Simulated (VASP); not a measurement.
# Au (I4/mmm) in VASP: single point with r2SCAN

Aim: the single point of Au with r2SCAN.

All numbers are computed with VASP 6.6.1; they aren't measurements. Logs are shortened: lines on timing, memory, paths and dates and some standing lists are left out, and cuts for length are marked.

## (1) The cell of the first run

It takes space group I4/mmm (No. 139, tetragonal). Conventional cell: a = 3.472 Å, b = 3.472 Å, c = 2.932 Å, α = 90.00°, β = 90.00°, γ = 90.00°. Au (site symmetry 4/mmm) has 14 Au at 2.86 to 3.47 Å within 3.8 Å.

## (2) Single point, r2SCAN

POSCAR reads:

```
Au
1.0
   -1.7361704483      1.7361704483      1.4657620075
    1.7361704483     -1.7361704483      1.4657620075
    1.7361704483      1.7361704483     -1.4657620075
Au
1
Direct
    0.0000000000      0.0000000000      0.0000000000
```

INCAR.step1 reads:

```
  ALGO = Normal
  EDIFF = 1E-4
  ENCUT = 520
  GGA = PE
  ISMEAR = 0
  LASPH = True
  LCHARG = False
  LREAL = False
  LWAVE = True
  NBANDS = 12
  NELM = 60
  PREC = Accurate
  SIGMA = 0.1
```

INCAR.step2 reads:

```
  ALGO = Normal
  EDIFF = 1E-7
  ENCUT = 520
  ISIF = 2
  ISMEAR = 0
  ISTART = 1
  LASPH = True
  LCHARG = False
  LMIXTAU = True
  LREAL = False
  LWAVE = False
  METAGGA = R2SCAN
  NBANDS = 12
  NELM = 60
  PREC = Accurate
  SIGMA = 0.1
```

KPOINTS reads:

```
k-points
0
Gamma
  18 18 18
```

Potentials or basis: VASP PAW PBE potentials, release 64 (Au).

Command:

```bash
$ cat potpaw_PBE.64/Au/POTCAR > POTCAR
$ cp INCAR.step1 INCAR
$ mpirun -np 1 vasp_std > vasp.out
$ cp INCAR.step2 INCAR
$ mpirun -np 1 vasp_std > vasp.out
```

OUTCAR:

```text
EDIFF = 1E-7
   ENCUT = 520
   ISIF = 2
   ISMEAR = 0
   ISTART = 1
   LASPH = True
   LREAL = False
   METAGGA = R2SCAN
   NELM = 60
   PREC = Accurate

 ion  position               nearest neighbor table
   1  0.000  0.000  0.000-

  LATTYP: Found a body centered tetragonal cell.
 ALAT       =     3.4723408966
 C/A-ratio  =     0.8442500614

  Lattice vectors:

 A1 = (  -1.7361704483,   1.7361704483,   1.4657620075)
 A2 = (   1.7361704483,  -1.7361704483,   1.4657620075)
 A3 = (   1.7361704483,   1.7361704483,  -1.4657620075)

Analysis of symmetry for initial positions (statically):
=====================================================================
 Subroutine PRICEL returns:
 Original cell was already a primitive cell.

 Routine SETGRP: Setting up the symmetry group for a
 body centered tetragonal supercell.

 Subroutine GETGRP returns: Found 16 space group operations
 (whereof 16 operations were pure point group operations)
 out of a pool of 16 trial point group operations.

The static configuration has the point symmetry D_4h.

Analysis of symmetry for dynamics (positions and initial velocities):
=====================================================================
 Subroutine PRICEL returns:
 Original cell was already a primitive cell.

 Routine SETGRP: Setting up the symmetry group for a
 body centered tetragonal supercell.

 Subroutine GETGRP returns: Found 16 space group operations
 (whereof 16 operations were pure point group operations)
 out of a pool of 16 trial point group operations.

The dynamic configuration has the point symmetry D_4h.

 Subroutine INISYM returns: Found 16 space group operations
 (whereof 16 operations are pure point group operations),
 and found     1 'primitive' translations

----------------------------------------------------------------------------------------

                                     Primitive cell

  volume of cell :      17.6729

  direct lattice vectors                    reciprocal lattice vectors
    -1.736170448  1.736170448  1.465762007     0.000000000  0.287990157  0.341119498
     1.736170448 -1.736170448  1.465762007     0.287990157  0.000000000  0.341119498
     1.736170448  1.736170448 -1.465762007     0.287990157  0.287990157  0.000000000

  length of vectors
     2.859551348  2.859551348  2.859551348     0.446431229  0.446431229  0.407279586

  position of ions in fractional coordinates (direct lattice)
     0.000000000  0.000000000  0.000000000

  ion indices of the primitive-cell ions
   primitive index   ion index
                 1           1

----------------------------------------------------------------------------------------

 KPOINTS: k-points

Automatic generation of k-mesh.
 Grid dimensions read from file:
 generate k-points for:   18   18   18

 Generating k-lattice:

  Cartesian coordinates                     Fractional coordinates (reciprocal lattice)
     0.000000000  0.015999453  0.018951083     0.055555556  0.000000000  0.000000000
     0.015999453  0.000000000  0.018951083     0.000000000  0.055555556  0.000000000
     0.015999453  0.015999453  0.000000000     0.000000000  0.000000000  0.055555556

  Length of vectors
     0.024801735  0.024801735  0.022626644

  Shift w.r.t. Gamma in fractional coordinates (k-lattice)
     0.000000000  0.000000000  0.000000000

 Subroutine IBZKPT returns following result:
 ===========================================

 Found    480 irreducible k-points:

 Following reciprocal coordinates:
            Coordinates               Weight
  0.000000  0.000000  0.000000      1.000000
  0.055556  0.000000 -0.000000      8.000000
  0.111111  0.000000 -0.000000      8.000000
  0.166667  0.000000 -0.000000      8.000000
  0.222222 -0.000000  0.000000      8.000000
  0.277778 -0.000000  0.000000      8.000000
[... 16 lines left out ...]
 -0.277778  0.055556 -0.000000     16.000000
 -0.222222  0.055556  0.000000     16.000000
 [... further k-points ...]
   k-points           NKPTS =    480   k-points in BZ     NKDIM =    480   number of bands    NBANDS=     12
   number of dos      NEDOS =    301   number of ions     NIONS =      1
   total plane-waves  NPLWV =  13824
   dimension x,y,z NGX =    24 NGY =   24 NGZ =   24
   dimension x,y,z NGXF=    48 NGYF=   48 NGZF=   48
   ions per type =               1
   NGX,Y,Z   is equivalent  to a cutoff of  13.95, 13.95, 13.95 a.u.
   NGXF,Y,Z  is equivalent  to a cutoff of  27.91, 27.91, 27.91 a.u.
 SYSTEM =  unknown system
   PREC   = accura    normal or accurate (medium, high low for compatibility)
   ISTART =      1    job   : 0-new  1-cont  2-samecut
   ICHARG =      0    charge: 1-file 2-atom 10-const
   ISPIN  =      1    spin polarized calculation?
   LNONCOLLINEAR =      F non collinear calculations
   LSORBIT =      F    spin-orbit coupling
   LASPH  =      T    aspherical Exc in radial PAW
   ENCUT  =  520.0 eV  38.22 Ry    6.18 a.u.   5.32  5.32  5.32*2*pi/ulx,y,z
   NELM   =     60;   NELMIN=  2; NELMDL=  0     # of ELM steps
   EDIFF  = 0.1E-06   stopping-criterion for ELM
   LREAL  =      F    real-space projection
   EDIFFG = 0.1E-05   stopping-criterion for IOM
   NSW    =      0    number of steps for IOM
   IBRION =     -1    ionic relax: 0-MD 1-quasi-New 2-CG
   NFREE  =      0    steps in history (QN), initial steepest desc. (CG)
   ISIF   =      2    stress and relaxation
   ISYM   =      2    0-nonsym 1-usesym 2-fastsym
   POTIM  = 0.5000    time-step for ionic-motion
   TEBEG  =    0.0;   TEEND  =   0.0 temperature during run
   PSTRESS=    0.0 pullay stress
   NELECT =      11.0000    total number of electrons
   NUPDOWN=      -1.0000    fix difference up-down
   EMIN   =  10.00;   EMAX   =-10.00  energy-range for DOS
   EFERMI =   0.00;   METHOD = LEGACY
   ISMEAR =     0;   SIGMA  =   0.10  broadening in eV -4-tet -1-fermi 0-gaus
   EFERMI_NEDOS =   21; number of points for ismear=-14 and -15
   IALGO  =     38    algorithm
   IMIX   =      4    mixing-type and parameters
     AMIX     =   0.40;   BMIX     =  1.00
     AMIX_MAG =   1.60;   BMIX_MAG =  1.00
  volume/ion in A,a.u.               =      17.67       119.26
  Fermi-wavevector in a.u.,A,eV,Ry     =   1.397772  2.641406 26.582608  1.953767
  Thomas-Fermi vector in A             =   2.520995
   LORBIT       =      0    0 simple, 1 ext, 2 COOP (PROOUT), +10 PAW based schemes
   METAGGA = R2SCAN    functional components
   LHFCALC =     F    Hartree Fock is set to
   AEXX    =    0.0000 exact exchange contribution
   IVDW    =     0    specifies the selected vdW correction
   LEPSILON=     F    determine dielectric tensor
   LRPA    =     F    only Hartree local field effects (RPA)
 non-spin polarized calculation
 Gauss-broadening in eV      SIGMA  =   0.10
  energy-cutoff  :      520.00
  volume of cell :       17.67
 maximum number of plane-waves:       499
 NGX is ok and might be reduce to    24
   NGX = 11   NGY = 11   NGZ = 11

 number of electron      10.9999999 magnetization

 Free energy of the ion-electron system (eV)
  ---------------------------------------------------
  ext. energy  EPLUGINS =         0.00000000
  ---------------------------------------------------
  free energy    TOTEN  =       -50.58090764 eV

  energy without entropy =      -50.57865337  energy(sigma->0) =      -50.57978051

 E-fermi :   8.8422     XC(G=0): -13.3636

 val. band max:        8.8396525260   @ k =   0.5000   0.2778   0.0556
 cond. band min:       8.8577247086   @ k =   0.5000  -0.0000   0.0000
 fundamental gap:      0.0180721826
 Fermi energy:         8.8421679667

 k-point     1 :       0.0000    0.0000    0.0000
  band No.  band energies     occupation
      1      -0.9640      2.00000
      2       3.1640      2.00000
      3       4.3491      2.00000
      4       4.3491      2.00000
      5       4.7068      2.00000
      6       6.1250      2.00000
      7      24.9136      0.00000
      8      24.9136      0.00000
      9      28.7431      0.00000
     10      32.1090      0.00000
     11      32.1090      0.00000
     12      33.5661      0.00000

 k-point     2 :       0.0556    0.0000   -0.0000
  band No.  band energies     occupation
      1      -0.8394      2.00000
      2       3.1980      2.00000
      3       4.3291      2.00000
      4       4.3450      2.00000
      5       4.7399      2.00000
      6       6.0839      2.00000
      7      24.9860      0.00000
      8      25.0572      0.00000
      9      28.4616      0.00000
     10      31.2112      0.00000
     11      31.7695      0.00000
     12      33.7761      0.00000

 k-point     3 :       0.1111    0.0000   -0.0000
  band No.  band energies     occupation
      1      -0.4743      2.00000
      2       3.2597      2.00000
      3       4.2513      2.00000
      4       4.3775      2.00000
      5       4.8623      2.00000
      6       5.9769      2.00000
      7      25.1245      0.00000
      8      25.4587      0.00000
      9      27.4271      0.00000
     10      30.3717      0.00000
     11      30.8373      0.00000
     12      32.7454      0.00000
[... 286 lines left out ...]
 k-point    23 :      -0.2778    0.0556   -0.0000
  band No.  band energies     occupation
      1       1.1282      2.00000
      2       3.0545      2.00000
      3       4.0468      2.00000
      4       5.1837      2.00000
      5       5.5524      2.00000
      6       5.7121      2.00000
      7      22.2143      0.00000
      8      23.7642      0.00000
      9      25.5228      0.00000
     10      28.2246      0.00000
     11      30.2167      0.00000
     12      32.5615      0.00000

 k-point    24 :      -0.2222    0.0556    0.0000
  band No.  band energies     occupation
      1       0.4416      2.00000
      2       3.2016      2.00000
      3       4.0577      2.00000
      4       4.7917      2.00000
      5       5.1529      2.00000
      6       5.8224      2.00000
      7      23.7555      0.00000
      8      25.1121      0.00000
      9      26.0332      0.00000
     10      28.5400      0.00000
     11      30.7303      0.00000
     12      31.9320      0.00000

 [... further k-points ...]

------------------------ aborting loop because EDIFF is reached ----------------------------------------

  FORCE on cell =-STRESS in cart. coord.  units (eV):
  Direction    XX          YY          ZZ          XY          YZ          ZX
  --------------------------------------------------------------------------------------
  -------------------------------------------------------------------------------------
  Total        0.0320626      0.0320626      0.0283257      0.0000000      0.0000000      0.0000000
  in kB        2.9067062      2.9067062      2.5679333      0.0000000      0.0000000      0.0000000
  external PRESSURE =       2.7937819 kB  Pullay stress =       0.0000000 kB

 VOLUME and BASIS-vectors are now :
 -----------------------------------------------------------------------------
  energy-cutoff  :      520.00
  volume of cell :       17.67
      direct lattice vectors                 reciprocal lattice vectors
    -1.736170448  1.736170448  1.465762007     0.000000000  0.287990157  0.341119498
     1.736170448 -1.736170448  1.465762007     0.287990157  0.000000000  0.341119498
     1.736170448  1.736170448 -1.465762007     0.287990157  0.287990157  0.000000000

 POSITION                                       TOTAL-FORCE (eV/Angst)
 -----------------------------------------------------------------------------------
      0.00000      0.00000      0.00000         0.000000     -0.000000      0.000000
 -----------------------------------------------------------------------------------
    total drift:                               -0.000000      0.000000      0.000000

  FREE ENERGIE OF THE ION-ELECTRON SYSTEM (eV)
  ---------------------------------------------------
  free  energy   TOTEN  =       -50.5809076425 eV

  energy  without entropy=      -50.5786533714  energy(sigma->0) =      -50.57978051
```

Run time: 4.9 min. Hardware: 1 thread of AMD EPYC 9R45 (Zen 5), shared host; peak memory 0.19 GiB.

What came out:

| Quantity | Value |
| --- | --- |
| Free energy | -50.5809 eV |
| Pressure | 0.3 GPa |
| Band gap on the k mesh | zero (an odd number of electrons rules out a gap without spin polarisation) |

Levels at points of the mesh, in eV from the Fermi level:
```csv
k point,band 3,band 4,band 5,band 6,band 7,band 8,band 9,band 10
"(0.00, 0.00, 0.00)",-4.49,-4.49,-4.14,-2.72,16.07,16.07,19.90,23.27
"(0.50, 0.00, 0.00)",-3.43,-2.21,-1.77,0.02,4.06,12.28,12.99,20.64
"(0.50, 0.50, 0.00)",-4.32,-3.37,-1.83,-1.00,2.46,14.82,17.16,21.06
"(0.50, 0.50, 0.50)",-2.12,-2.12,-1.80,4.93,4.93,8.69,10.25,14.58
```

Caveat: the PAW data sets were made with another functional, which shifts forces and pressure a little; spin-orbit coupling is left out, which moves the levels of the heavy elements.
